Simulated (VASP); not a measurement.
# Zn5O3 (P-6m2) in VASP: a series of runs, part 2 of 2

VASP 6.6.1. The steps go on from the part before.

### Step 3. Relaxation of cell and atoms, PBE

This run uses another cell than the first one, of 12.97 Å³/atom.

Contents of INCAR:

```
PREC     = Accurate       # precision mode
ENCUT    = 600            # plane-wave cutoff, eV
EDIFF    = 1E-6           # SCF threshold, eV
ISMEAR   = 0              # smearing method
SIGMA    = 0.2            # smearing width, eV
LREAL    = False          # projectors in reciprocal space
LASPH    = True           # aspherical terms in the spheres
NELM     = 60             # most SCF steps
ALGO     = Normal         # electronic algorithm
ISIF     = 3              # what is computed and relaxed
LWAVE    = False          # write WAVECAR
LCHARG   = False          # write CHGCAR
GGA      = PE             # functional
IBRION   = 2              # ionic algorithm
NSW      = 36             # ionic steps
EDIFFG   = -0.08          # ionic threshold
```

Contents of KPOINTS:

```
Automatic mesh
0
Gamma
  6 6 2
```

Contents of POSCAR:

```
Zn5O3
1.0
    3.2000000000      0.0000000000      0.0000000000
   -1.6000000000      2.7712812900      0.0000000000
    0.0000000000      0.0000000000     11.7000000000
Zn O
5 3
Direct
    0.3333333300      0.6666666700      0.1970000000
    0.0000000000      0.0000000000      0.0000000000
    0.3333333300      0.6666666700      0.8030000000
    0.6666666700      0.3333333300      0.6110000000
    0.6666666700      0.3333333300      0.3890000000
    0.0000000000      0.0000000000      0.1970000000
    0.3333333300      0.6666666700      0.0000000000
    0.0000000000      0.0000000000      0.8030000000
```

Potentials or basis: VASP PAW PBE potentials, release 64 (Zn, O).

On the command line:

```bash
> cat potpaw_PBE.64/Zn/POTCAR potpaw_PBE.64/O/POTCAR > POTCAR
> mpirun -np 1 vasp_std > vasp.out
```

OUTCAR:

```text
PREC = Accurate
   ENCUT = 600
   EDIFF = 1E-6
   ISMEAR = 0
   LREAL = False
   LASPH = True
   NELM = 60
   ISIF = 3
   GGA = PE
   IBRION = 2
   NSW = 36
   EDIFFG = -0.08

 ion  position               nearest neighbor table
   1  0.333  0.667  0.197-   6 1.85   6 1.85   6 1.85   7 2.30   5 2.91   5 2.91   5 2.91   2 2.95
                             2 2.95   2 2.95
   2  0.000  0.000  0.000-   7 1.85   7 1.85   7 1.85   8 2.30   6 2.30   1 2.95   3 2.95   3 2.95
                             1 2.95   3 2.95   1 2.95
   3  0.333  0.667  0.803-   8 1.85   8 1.85   8 1.85   7 2.30   4 2.91   4 2.91   4 2.91   2 2.95
                             2 2.95   2 2.95
   4  0.667  0.333  0.611-   5 2.60   3 2.91   3 2.91   3 2.91
   5  0.667  0.333  0.389-   4 2.60   1 2.91   1 2.91   1 2.91
   6  0.000  0.000  0.197-   1 1.85   1 1.85   1 1.85   2 2.30
   7  0.333  0.667  0.000-   2 1.85   2 1.85   2 1.85   3 2.30   1 2.30
   8  0.000  0.000  0.803-   3 1.85   3 1.85   3 1.85   2 2.30

  LATTYP: Found a hexagonal cell.
 ALAT       =     3.2000000000
 C/A-ratio  =     3.6562500000

  Lattice vectors:

 A1 = (   3.2000000000,   0.0000000000,   0.0000000000)
 A2 = (  -1.6000000000,   2.7712812900,   0.0000000000)
 A3 = (   0.0000000000,   0.0000000000,  11.7000000000)

Analysis of symmetry for initial positions (statically):
=====================================================================
 Subroutine PRICEL returns:
 Original cell was already a primitive cell.

 Routine SETGRP: Setting up the symmetry group for a
 hexagonal supercell.

 Subroutine GETGRP returns: Found 12 space group operations
 (whereof 12 operations were pure point group operations)
 out of a pool of 24 trial point group operations.

The static configuration has the point symmetry D_3h.

Analysis of symmetry for dynamics (positions and initial velocities):
=====================================================================
 Subroutine PRICEL returns:
 Original cell was already a primitive cell.

 Routine SETGRP: Setting up the symmetry group for a
 hexagonal supercell.

[... 141 lines left out ...]
 maximum number of plane-waves:      3503
 NGX is ok and might be reduce to    28
   NGX = 13   NGY = 13   NGZ = 47

--------------------------------------- Ionic step        1  -------------------------------------------

 number of electron      77.9999980 magnetization

 Free energy of the ion-electron system (eV)
  ---------------------------------------------------
  ext. energy  EPLUGINS =         0.00000000
  ---------------------------------------------------
  free energy    TOTEN  =       -25.83815258 eV

  energy without entropy =      -25.82671462  energy(sigma->0) =      -25.83243360

------------------------ aborting loop because EDIFF is reached ----------------------------------------

  FORCE on cell =-STRESS in cart. coord.  units (eV):
  Direction    XX          YY          ZZ          XY          YZ          ZX
  --------------------------------------------------------------------------------------
  -------------------------------------------------------------------------------------
  Total       14.5395107     14.5395106      8.5774344     -0.0000000      0.0000000      0.0000000
  in kB      224.5142561    224.5142558    132.4498700     -0.0000000      0.0000000      0.0000000
  external PRESSURE =     193.8261273 kB  Pullay stress =       0.0000000 kB
[... 107 lines left out ...]
  FREE ENERGIE OF THE ION-ELECTRON SYSTEM (eV)
  ---------------------------------------------------
  free  energy   TOTEN  =       -26.7650451099 eV

  energy  without entropy=      -26.7477229203  energy(sigma->0) =      -26.75638402

 E-fermi :   1.2935     XC(G=0): -10.0864

 val. band max:        1.2446212598   @ k =   0.5000   0.0000   0.5000
 cond. band min:       1.3531026924   @ k =   0.5000   0.0000   0.0000
 fundamental gap:      0.1084814326
 Fermi energy:         1.2934864571

 k-point     1 :       0.0000    0.0000    0.0000
  band No.  band energies     occupation
      1     -17.5559      2.00000
      2     -17.3747      2.00000
      3     -16.8309      2.00000
      4      -5.9248      2.00000
      5      -5.9248      2.00000
      6      -5.9179      2.00000
[... 675 lines left out ...]
     45       6.7376      0.00000
     46       7.9237      0.00000

[... ionic steps 4 to 10 ...]

--------------------------------------- Ionic step       11  -------------------------------------------

 number of electron      77.9999987 magnetization

------------------------ aborting loop because EDIFF is reached ----------------------------------------
[... 79 lines left out ...]
--------------------------------------- Ionic step       13  -------------------------------------------

 number of electron      77.9999980 magnetization

 Free energy of the ion-electron system (eV)
  ---------------------------------------------------
  ext. energy  EPLUGINS =         0.00000000
  ---------------------------------------------------
  free energy    TOTEN  =       -26.88584563 eV

  energy without entropy =      -26.87407127  energy(sigma->0) =      -26.87995845

 E-fermi :   1.2860     XC(G=0):  -9.9629

 val. band max:        1.2655407550   @ k =   0.5000   0.0000   0.5000
 cond. band min:       1.3146931160   @ k =   0.0000   0.0000   0.5000
 fundamental gap:      0.0491523610
 Fermi energy:         1.2859990052

 k-point     1 :       0.0000    0.0000    0.0000
  band No.  band energies     occupation
      1     -17.7381      2.00000
      2     -17.4547      2.00000
      3     -17.1193      2.00000
      4      -6.0036      2.00000
      5      -6.0036      2.00000
      6      -5.9947      2.00000
[... 710 lines left out ...]
  FREE ENERGIE OF THE ION-ELECTRON SYSTEM (eV)
  ---------------------------------------------------
  free  energy   TOTEN  =       -26.8858456342 eV

  energy  without entropy=      -26.8740712697  energy(sigma->0) =      -26.87995845

 reached required accuracy - stopping structural energy minimisation
```

OSZICAR:

```text
N       E                     dE             d eps       ncg     rms          rms(c)
DAV:   1     0.824091071809E+03    0.82409E+03   -0.41589E+04  1288   0.282E+03
DAV:   2     0.102334734029E+03   -0.72176E+03   -0.69024E+03  1304   0.605E+02
DAV:   3    -0.235273965352E+02   -0.12586E+03   -0.12247E+03  1374   0.216E+02
DAV:   4    -0.315751317528E+02   -0.80477E+01   -0.79970E+01  1438   0.554E+01
[... 142 lines left out ...]
DAV:   3    -0.268861087714E+02    0.61354E-03   -0.12224E-03  1800   0.416E-01    0.132E-01
DAV:   4    -0.268858528487E+02    0.25592E-03   -0.67773E-04  1582   0.197E-01    0.298E-02
DAV:   5    -0.268858474669E+02    0.53817E-05   -0.14341E-04  1558   0.921E-02    0.134E-02
DAV:   6    -0.268858463710E+02    0.10959E-05   -0.11776E-05  1610   0.496E-02    0.713E-03
DAV:   7    -0.268858456342E+02    0.73681E-06   -0.23438E-06  1026   0.143E-02
  13 F= -.26885846E+02 E0= -.26879958E+02  d E =-.260299E-02
```

Run time: 18 min. Hardware: 1 thread of Intel Xeon 6975P-C (Granite Rapids), shared host; peak memory 0.29 GiB.

Results:

```yaml
Free_energy: -26.8858 eV
Relaxed_volume: 15.89 Å³/atom
Relaxed_cell: a = 3.347 Å, b = 3.347 Å, c = 13.106 Å, α = 90.00°, β = 90.00°, γ = 120.00°
Space_group_after_relaxing_to_0.1_Å: P-6m2 (No. 187)
Energy_gained_by_relaxing: 131.0 meV/atom
Ionic_steps: 13
Pressure_after_relaxing: -0.3 GPa
Largest_force_after_relaxing: 0.074 eV/Å
Band_gap_on_the_k_mesh: zero (bands 39 and 40 overlap by 1.68 eV)
```

Forces on the atoms (eV/Å):
```
Zn   0.000  0.000 -0.048
Zn   0.000  0.000  0.000
Zn   0.000  0.000  0.048
Zn   0.000  0.000  0.035
Zn   0.000  0.000 -0.035
O    0.000  0.000 -0.074
O    0.000  0.000  0.000
O    0.000  0.000  0.074
```

Step by step:
| step | energy change (eV) | largest force (eV/Å) | pressure (GPa) | volume (Å³) |
| --- | --- | --- | --- | --- |
| 1 | 0.0000 | 0.5398 | 19.38 | 103.76 |
| 2 | -0.7494 | 0.2813 | -5.45 | 129.10 |
| 3 | -0.9269 | 0.3366 | 0.27 | 120.10 |
| 4 | -0.9268 | 0.3339 | -0.03 | 120.44 |
| 5 | -0.9514 | 0.2652 | -0.06 | 120.92 |
| 6 | -0.9997 | 0.1857 | 0.05 | 122.32 |
| 7 | -0.9784 | 0.3825 | 0.51 | 124.91 |
| 8 | -1.0096 | 0.2695 | 0.19 | 123.32 |
| 9 | -1.0243 | 0.2112 | 0.12 | 124.28 |
| 10 | -1.0404 | 0.0861 | 0.08 | 126.56 |
| 11 | -1.0448 | 0.0822 | -0.53 | 127.27 |
| 12 | -1.0451 | 0.0818 | -0.53 | 127.43 |
| 13 | -1.0477 | 0.0742 | -0.32 | 127.11 |

Final structure:
```xyz
8
Lattice="3.3466 0.0000 0.0000 -1.6733 2.8982 0.0000 0.0000 0.0000 13.1058" Properties=species:S:1:pos:R:3 pbc="T T T"
Zn    0.0000    1.9321    2.4725
Zn    0.0000    0.0000    0.0000
Zn    0.0000    1.9321   10.6333
Zn    1.6733    0.9661    7.9088
Zn    1.6733    0.9661    5.1970
O     0.0000    0.0000    2.4417
O     0.0000    1.9321    0.0000
O     0.0000    0.0000   10.6641
```

Caveat: the k points lie up to 0.36 Å⁻¹ apart in the final cell, too coarse for converged energies and pressures of a metal; the volume moved by over 15 % at a fixed basis, so the end points are rough; the relaxation stopped at a loose force limit of 0.08 eV/Å, so its end isn't a converged minimum.
